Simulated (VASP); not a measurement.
A run of VASP 6.6.1 is set up as follows.

Contents of INCAR:

```
PREC     = Accurate       # precision mode
ENCUT    = 600            # plane-wave cutoff, eV
EDIFF    = 1E-7           # SCF threshold, eV
ISMEAR   = -1             # smearing method
SIGMA    = 0.05           # smearing width, eV
LREAL    = False          # projectors in reciprocal space
LASPH    = True           # aspherical terms in the spheres
NELM     = 80             # most SCF steps
ALGO     = Normal         # electronic algorithm
ISIF     = 3              # what is computed and relaxed
LWAVE    = False          # write WAVECAR
LCHARG   = False          # write CHGCAR
GGA      = RE             # functional
IBRION   = 2              # ionic algorithm
NSW      = 60             # ionic steps
EDIFFG   = -0.01          # ionic threshold
KPAR     = 4
```

File KPOINTS:

```
regular mesh
0
Gamma
  5 5 4
```

File POSCAR:

```
Ta3AsAu2O13
1.0
    5.7238600000      0.0000000000      0.0000000000
    1.2946400000      6.2566800000      0.0000000000
    0.2681600000      1.3098200000      8.3663700000
Ta As Au O
3 1 2 13
Direct
    0.2171300000      0.3052100000      0.5843100000
    0.0332500000      0.1112300000      0.9985500000
    0.5824800000      0.6214500000      0.5048200000
    0.5870700000      0.8969100000      0.8304900000
    0.5800400000      0.0922800000      0.1861300000
    0.0448500000      0.8207700000      0.4468200000
    0.6620100000      0.6972600000      0.7108800000
    0.5163200000      0.1341800000      0.6962500000
    0.8509800000      0.8877300000      0.9193200000
    0.3446600000      0.8700300000      0.9465100000
    0.7301500000      0.2924000000      0.0309500000
    0.2462200000      0.2180900000      0.1107500000
    0.1290000000      0.0939800000      0.4910400000
    0.4803200000      0.3888700000      0.4349900000
    0.0596600000      0.2668500000      0.7859400000
    0.9333000000      0.5324000000      0.4564500000
    0.4997500000      0.8516100000      0.3497100000
    0.2525600000      0.6298800000      0.6247300000
    0.9187800000      0.9517500000      0.2263600000
```

Potentials or basis: VASP PAW PBE potentials, release 64 (Ta_pv, As, Au, O).

Run with:

```sh
$ cat potpaw_PBE.64/Ta_pv/POTCAR potpaw_PBE.64/As/POTCAR potpaw_PBE.64/Au/POTCAR potpaw_PBE.64/O/POTCAR > POTCAR
$ mpirun -np 4 vasp_std > vasp.out
```

**Question.** Estimate the space group after relaxing (to 0.1 Å).

**Answer.** P1 (No. 1).

**Question.** Predict the relaxed volume.

**Answer.** 16.21 Å³/atom.

**Question.** Estimate the relaxed cell.

**Answer.** a = 5.765 Å, b = 6.445 Å, c = 8.572 Å, α = 80.45°, β = 88.48°, γ = 78.76°.

Final structure:
```
Ta As Au O
1.0
     5.76452   -0.02158   -0.01138
     1.28023    6.31621    0.02830
     0.24848    1.36356    8.45948
Ta As Au O
3 1 2 13
Direct
  0.21579 0.30573 0.58459
  0.03530 0.10903 0.99714
  0.58106 0.62340 0.50610
  0.58497 0.89780 0.83034
  0.58332 0.09041 0.18457
  0.04553 0.82126 0.44724
  0.66002 0.70190 0.70966
  0.51408 0.13698 0.69692
  0.85005 0.88705 0.91976
  0.34388 0.86702 0.94648
  0.73549 0.28958 0.02981
  0.25000 0.21513 0.10765
  0.12879 0.09515 0.49199
  0.47587 0.39293 0.43643
  0.06051 0.26451 0.78566
  0.93019 0.53337 0.45946
  0.50047 0.85248 0.35034
  0.25311 0.62963 0.62491
  0.92009 0.94952 0.22594
```

Caveat: the PAW data sets were made with another functional, which shifts forces and pressure a little.
